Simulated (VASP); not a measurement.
Here is a VASP 6.6.1 calculation.

Contents of INCAR:

```
SYSTEM = SnO2
ALGO = Normal
EDIFF = 1E-6
ENCUT = 520
ISIF = 2
ISMEAR = 0
LASPH = .True.
LCHARG = .False.
LREAL = .False.
LWAVE = .False.
NBANDS = 35
NELM = 80
PREC = Accurate
SIGMA = 0.05
```

Contents of KPOINTS:

```
k-points
0
Gamma
  6 6 8
  0 0 0
```

Contents of POSCAR:

```
SnO2
1.0
    4.6455914113      0.0000000000      0.0000000000
    0.0000000000      4.6460842930      0.0000000000
    0.0000000000      0.0000000000      3.1384636093
Sn O
2 4
Direct
    0.5000000000      0.5000000000      0.5000000000
    0.0000000000      0.0000000000      0.0000000000
    0.3059920358      0.3580673078      0.0000000000
    0.8059920358      0.1419326922      0.5000000000
    0.1940079642      0.8580673078      0.5000000000
    0.6940079642      0.6419326922      0.0000000000
```

Potentials or basis: VASP PAW LDA potentials, release 64 (Sn_d, O).

The run is started by

```sh
$ cat potpaw_LDA.64/Sn_d/POTCAR potpaw_LDA.64/O/POTCAR > POTCAR
$ mpirun -np 1 vasp_std > vasp.out
```

Task: Estimate the largest force.

Result: 5.312 eV/Å.

Task: What does it give for the band gap on the k mesh?

Result: 2.17 eV.

Stress tensor (GPa, compression positive):
```
27.17  0.00  0.00
 0.00 11.90  0.00
 0.00  0.00 41.56
```

Caveat: the cell differs from its parent crystal (atoms shifted along a free coordinate); the stress differs along the axes, from 12 to 42 GPa; spin-orbit coupling is left out, which moves the levels of the heavy elements; forces of over 1 eV/Å act on the atoms, so gaps and moduli don't describe the material at rest.
